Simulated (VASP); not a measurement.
Runs of VASP 6.6.1 on P. The structure is that of space group P6/mmm (No. 191), or close to it. The cells are those of the table. 

| cell | gap on the mesh (eV) | pressure (GPa) |
| --- | --- | --- |
| a = 4.259, b = 4.259, c = 2.409 Å, angles 90.0, 90.0, 120.0°, 3 atoms | none | 10.5 |
| a = 4.493, b = 4.493, c = 2.541 Å, angles 90.0, 90.0, 120.0°, 3 atoms | none | -7.3 |
| a = 4.379, b = 4.379, c = 2.477 Å, angles 90.0, 90.0, 120.0°, 3 atoms | none | -0.1 |
| a = 4.320, b = 4.320, c = 2.444 Å, angles 90.0, 90.0, 120.0°, 3 atoms | none | (a) |
| a = 4.436, b = 4.436, c = 2.510 Å, angles 90.0, 90.0, 120.0°, 3 atoms | none | (b) |

Alike in all rows: task single point; level LDA; potentials or basis VASP PAW LDA potentials, release 64 (P); no spin polarisation; k mesh 9 × 9 × 14; cutoff (eV) 520; smearing fermi-dirac 0.1 eV.

Task: Estimate the missing entries.

Result: (a) 4.7; (b) -4.1.

A gap of «none» marks levels without a gap at the run's occupations.
